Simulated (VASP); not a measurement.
# SiO2 (Stishovite) in VASP: a series of runs, part 2 of 2

VASP 6.6.1. Earlier steps stand in the parts before.

### 3 Single point, r2SCAN (uniaxial y strain +4.7%)

File POSCAR:

```
SiO2
1.0
    4.1851894810      0.0000000000      0.0000000000
    0.0000000000      4.3835674624      0.0000000000
    0.0000000000      0.0000000000      2.6688395692
Si O
2 4
Direct
    0.0000000000      0.0000000000      0.0000000000
    0.5000000000      0.5000000000      0.5000000000
    0.3014278946      0.3164912061      0.0000000000
    0.1985721054      0.8164912061      0.5000000000
    0.6985721054      0.6835087939      0.0000000000
    0.8014278946      0.1835087939      0.5000000000
```

File INCAR.step1:

```
PREC     = Accurate       # precision mode
ENCUT    = 520            # plane-wave cutoff, eV
ISMEAR   = 0              # smearing method
SIGMA    = 0.01           # smearing width, eV
LREAL    = F              # projectors in reciprocal space
LASPH    = T              # aspherical terms in the spheres
NELM     = 60             # most SCF steps
NBANDS   = 25             # bands
GGA      = PE             # functional
ALGO     = Normal         # electronic algorithm
EDIFF    = 1E-4           # SCF threshold, eV
LWAVE    = T              # write WAVECAR
LCHARG   = F              # write CHGCAR
```

File INCAR.step2:

```
PREC     = Accurate       # precision mode
ENCUT    = 520            # plane-wave cutoff, eV
EDIFF    = 1E-6           # SCF threshold, eV
ISMEAR   = 0              # smearing method
SIGMA    = 0.01           # smearing width, eV
LREAL    = F              # projectors in reciprocal space
LASPH    = T              # aspherical terms in the spheres
NELM     = 60             # most SCF steps
ALGO     = Normal         # electronic algorithm
ISIF     = 2              # what is computed and relaxed
LWAVE    = F              # write WAVECAR
LCHARG   = T              # write CHGCAR
METAGGA  = R2SCAN         # meta-GGA
LMIXTAU  = T            
LELF     = T              # ELF
LVHAR    = T            
NBANDS   = 25             # bands
ISTART   = 1
```

File KPOINTS:

```
regular mesh
0
Gamma
  6 6 10
```

Potentials or basis: VASP PAW PBE potentials, release 64 (Si, O).

Command:

```console
> cat potpaw_PBE.64/Si/POTCAR potpaw_PBE.64/O/POTCAR > POTCAR
> cp INCAR.step1 INCAR
> mpirun -np 1 vasp_std > vasp.out
> cp INCAR.step2 INCAR
> mpirun -np 1 vasp_std > vasp.out
```

OUTCAR:

```text
PREC = Accurate
   ENCUT = 520
   EDIFF = 1E-6
   ISMEAR = 0
   LREAL = F
   LASPH = T
   NELM = 60
   ISIF = 2
   METAGGA = R2SCAN
   ISTART = 1

 ion  position               nearest neighbor table
   1  0.000  0.000  0.000-   4 1.77   6 1.77   4 1.77   6 1.77   5 1.88   3 1.88
   2  0.500  0.500  0.500-   3 1.77   5 1.77   3 1.77   5 1.77   4 1.88   6 1.88
   3  0.301  0.316  0.000-   2 1.77   2 1.77   1 1.88
   4  0.199  0.816  0.500-   1 1.77   1 1.77   2 1.88
   5  0.699  0.684  0.000-   2 1.77   2 1.77   1 1.88
   6  0.801  0.184  0.500-   1 1.77   1 1.77   2 1.88

  LATTYP: Found a simple orthorhombic cell.
 ALAT       =     2.6688395692
 B/A-ratio  =     1.5681682516
 C/A-ratio  =     1.6424994267

  Lattice vectors:

 A1 = (   0.0000000000,   0.0000000000,   2.6688395692)
 A2 = (   4.1851894810,   0.0000000000,   0.0000000000)
 A3 = (   0.0000000000,   4.3835674624,   0.0000000000)

Analysis of symmetry for initial positions (statically):
=====================================================================
 Subroutine PRICEL returns:
 Original cell was already a primitive cell.

 Routine SETGRP: Setting up the symmetry group for a
 simple orthorhombic supercell.

 Subroutine GETGRP returns: Found  8 space group operations
 (whereof  4 operations were pure point group operations)
 out of a pool of  8 trial point group operations.

The static configuration has the point symmetry C_2h.
 The point group associated with its full space group is D_2h.

Analysis of symmetry for dynamics (positions and initial velocities):
=====================================================================
 Subroutine PRICEL returns:
 Original cell was already a primitive cell.

 Routine SETGRP: Setting up the symmetry group for a
 simple orthorhombic supercell.

 Subroutine GETGRP returns: Found  8 space group operations
 (whereof  4 operations were pure point group operations)
 out of a pool of  8 trial point group operations.

The dynamic configuration has the point symmetry C_2h.
[... 126 lines left out ...]
   IMIX   =      4    mixing-type and parameters
     AMIX     =   0.40;   BMIX     =  1.00
     AMIX_MAG =   1.60;   BMIX_MAG =  1.00
  volume/ion in A,a.u.               =       8.16        55.07
  Fermi-wavevector in a.u.,A,eV,Ry     =   1.420702  2.684738 27.461929  2.018395
  Thomas-Fermi vector in A             =   2.541590
   LORBIT       =      0    0 simple, 1 ext, 2 COOP (PROOUT), +10 PAW based schemes
   METAGGA = R2SCAN    functional components
   LHFCALC =     F    Hartree Fock is set to
   AEXX    =    0.0000 exact exchange contribution
   IVDW    =     0    specifies the selected vdW correction
   LEPSILON=     F    determine dielectric tensor
   LRPA    =     F    only Hartree local field effects (RPA)
 non-spin polarized calculation
 Gauss-broadening in eV      SIGMA  =   0.01
  energy-cutoff  :      520.00
  volume of cell :       48.96
 maximum number of plane-waves:      1340
 NGX is ok and might be reduce to    32
   NGX = 15   NGY = 17   NGZ =  9

 number of electron      31.9999984 magnetization

 Free energy of the ion-electron system (eV)
  ---------------------------------------------------
  ext. energy  EPLUGINS =         0.00000000
  ---------------------------------------------------
  free energy    TOTEN  =       -58.65528350 eV

  energy without entropy =      -58.65528350  energy(sigma->0) =      -58.65528350

 E-fermi :   7.0922     XC(G=0): -12.6045

 val. band max:        7.0171851918   @ k =   0.0000   0.0000   0.0000
 cond. band min:      12.9334829365   @ k =   0.0000   0.0000   0.0000
 fundamental gap:      5.9162977448
 Fermi energy:         7.0921856593

 k-point     1 :       0.0000    0.0000    0.0000
  band No.  band energies     occupation
      1     -15.9740      2.00000
      2     -12.7241      2.00000
      3     -12.5936      2.00000
      4     -12.4871      2.00000
      5      -3.4146      2.00000
      6       0.7563      2.00000
[... 661 lines left out ...]
     24      21.3899      0.00000
     25      22.7382      0.00000

 [... further k-points ...]
[... 5 lines left out ...]
  --------------------------------------------------------------------------------------
  -------------------------------------------------------------------------------------
  Total       -2.1261141     -5.6194212     -2.3437034     -0.0000000      0.0000000      0.0000000
  in kB      -69.5715798   -183.8810090    -76.6916264     -0.0000000      0.0000000      0.0000000
  external PRESSURE =    -110.0480717 kB  Pullay stress =       0.0000000 kB

 VOLUME and BASIS-vectors are now :
 -----------------------------------------------------------------------------
  energy-cutoff  :      520.00
  volume of cell :       48.96
      direct lattice vectors                 reciprocal lattice vectors
     4.185189481  0.000000000  0.000000000     0.238937808  0.000000000  0.000000000
     0.000000000  4.383567462  0.000000000     0.000000000  0.228124697  0.000000000
     0.000000000  0.000000000  2.668839569     0.000000000  0.000000000  0.374694684

 POSITION                                       TOTAL-FORCE (eV/Angst)
 -----------------------------------------------------------------------------------
      0.00000      0.00000      0.00000         0.000000     -0.000000      0.000000
      2.09259      2.19178      1.33442         0.000000     -0.000000      0.000000
      1.26153      1.38736      0.00000        -0.019347     -0.021327      0.000000
      0.83106      3.57914      1.33442         0.019347     -0.021327      0.000000
      2.92366      2.99621      0.00000         0.019347      0.021327      0.000000
      3.35413      0.80442      1.33442        -0.019347      0.021327      0.000000
 -----------------------------------------------------------------------------------
    total drift:                                0.000000     -0.000000     -0.000000

  FREE ENERGIE OF THE ION-ELECTRON SYSTEM (eV)
  ---------------------------------------------------
  free  energy   TOTEN  =       -58.6552834975 eV

  energy  without entropy=      -58.6552834975  energy(sigma->0) =      -58.65528350
```

OSZICAR.step1:

```text
N       E                     dE             d eps       ncg     rms          rms(c)
DAV:   1     0.134858977744E+03    0.13486E+03   -0.17522E+04  4824   0.122E+03
DAV:   2    -0.438094746512E+02   -0.17867E+03   -0.17162E+03  6158   0.276E+02
DAV:   3    -0.507834771211E+02   -0.69740E+01   -0.69423E+01  6393   0.521E+01
DAV:   4    -0.508290999621E+02   -0.45623E-01   -0.45610E-01  5608   0.492E+00
DAV:   5    -0.508294872327E+02   -0.38727E-03   -0.38720E-03  6457   0.428E-01    0.169E+01
DAV:   6    -0.462002136405E+02    0.46293E+01   -0.13255E+01  6002   0.243E+01    0.763E+00
DAV:   7    -0.462416242705E+02   -0.41411E-01   -0.66946E-01  5983   0.481E+00    0.286E+00
DAV:   8    -0.462541708658E+02   -0.12547E-01   -0.23996E-02  6008   0.136E+00    0.109E+00
DAV:   9    -0.462609249145E+02   -0.67540E-02   -0.96618E-03  6093   0.843E-01    0.260E-01
DAV:  10    -0.462611596701E+02   -0.23476E-03   -0.70387E-04  6125   0.186E-01    0.516E-02
DAV:  11    -0.462611309587E+02    0.28711E-04   -0.10544E-04  4112   0.766E-02
   1 F= -.46261131E+02 E0= -.46261131E+02  d E =-.202747E-25
```

Wall time 7.9 min (1 thread of AMD EPYC 7R43 (Zen 3), shared host); peak memory 0.19 GiB.

What came out:

```yaml
Free_energy: -58.6553 eV
Pressure: -11.0 GPa
Largest_force: 0.029 eV/Å
Band_gap_on_the_k_mesh: 5.92 eV, direct
```

Forces in eV/Å, atoms in the order of the input:
```
Si   0.000  0.000  0.000
Si   0.000  0.000  0.000
O   -0.019 -0.021  0.000
O    0.019 -0.021  0.000
O    0.019  0.021  0.000
O   -0.019  0.021  0.000
```

Caveat: the cell differs from its parent crystal (uniaxial y strain +4.7%); the PAW data sets were made with another functional, which shifts forces and pressure a little.
